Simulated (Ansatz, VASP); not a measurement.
**Re in VASP and in Ansatz**

INCAR

```
SYSTEM = Re
PREC     = Accurate       ! precision mode
ENCUT    = 520            ! plane-wave cutoff, eV
EDIFF    = 1E-7           ! SCF threshold, eV
ISMEAR   = 0              ! smearing method
SIGMA    = 0.05           ! smearing width, eV
LREAL    = .False.        ! projectors in reciprocal space
LASPH    = .True.         ! aspherical terms in the spheres
NELM     = 60             ! most SCF steps
ALGO     = Normal         ! electronic algorithm
ISIF     = 2              ! what is computed and relaxed
LWAVE    = .False.        ! write WAVECAR
LCHARG   = .False.        ! write CHGCAR
GGA      = PS             ! functional
NBANDS   = 14             ! bands
```

Contents of KPOINTS:

```
regular mesh
0
Gamma
  18 18 10
  0 0 0
```

POSCAR

```
Re
1.0
    2.7498186612      0.0000000000      0.0000000000
   -1.3749093306      2.3814128164      0.0000000000
    0.0000000000      0.0000000000      4.4447859029
Re
2
Direct
    0.3333333333      0.6666666667      0.7500000000
    0.6666666667      0.3333333333      0.2500000000
```

Input for Ansatz:

```yaml
crystal:
  lattice:
    - [2.7498186612, 0.0, 0.0]
    - [-1.3749093306, 2.3814128164, 0.0]
    - [0.0, 0.0, 4.4447859029]
  atoms:
    - { symbol: Re, position: [0.3333333333, 0.6666666667, 0.75] }
    - { symbol: Re, position: [0.6666666667, 0.3333333333, 0.25] }
basis:
  ecutwfc: 420
  ecutrho_ratio: 4
kpoints:
  mp_grid: { grid: [18, 18, 10] }
  band_path:
    path:
      - [[0.0, 0.0, 0.0], [0.5, 0.0, 0.0], [0.33333333, 0.33333333, 0.0], [0.0, 0.0, 0.0], [0.0, 0.0, 0.5], [0.5, 0.0, 0.5], [0.33333333, 0.33333333, 0.5], [0.0, 0.0, 0.5]]
      - [[0.5, 0.0, 0.5], [0.5, 0.0, 0.0]]
      - [[0.33333333, 0.33333333, 0.5], [0.33333333, 0.33333333, 0.0]]
    npoints: 14
hamiltonian:
  xc: pbesol
scf:
  occupations: { method: gaussian, width: 0.05 }
output:
  forces: true
  stress: true
  eigenvalues: true
  populations: true
  dos: { projected: true, de: 0.02, nscf_kmesh: { grid: [27, 27, 15] } }
  bader: true
```

Alike in both runs: task single point; functional PBEsol; k mesh 18 × 18 × 10; occupations gaussian, width 0.05 eV; no spin polarisation.

|  | VASP | Ansatz |
| --- | --- | --- |
| version | VASP 6.6.1 | Ansatz 0.2.0 |
| potentials or method | VASP PAW PBE potentials, release 64 (Re), cutoff 520 eV | scalar-relativistic, plane waves, PAW |
| valence electrons in the cell | 14 | 30 |

|  | VASP | Ansatz | Ansatz less VASP |
| --- | --- | --- | --- |
| pressure (GPa) | 0.0 | 0.0 | -0.01 |
| traceless stress, the component that is largest in VASP (GPa) | -0.06 | 0.01 | +0.062 |

VASP's potentials were made for PBE, not for PBEsol. The functional is the same, so the differences come from potentials, cutoffs and numerics. VASP's potentials hold 14 valence electrons a cell and Ansatz's 30, so a difference there can come from the potentials and not from the codes.

Neither program's run includes spin-orbit coupling.
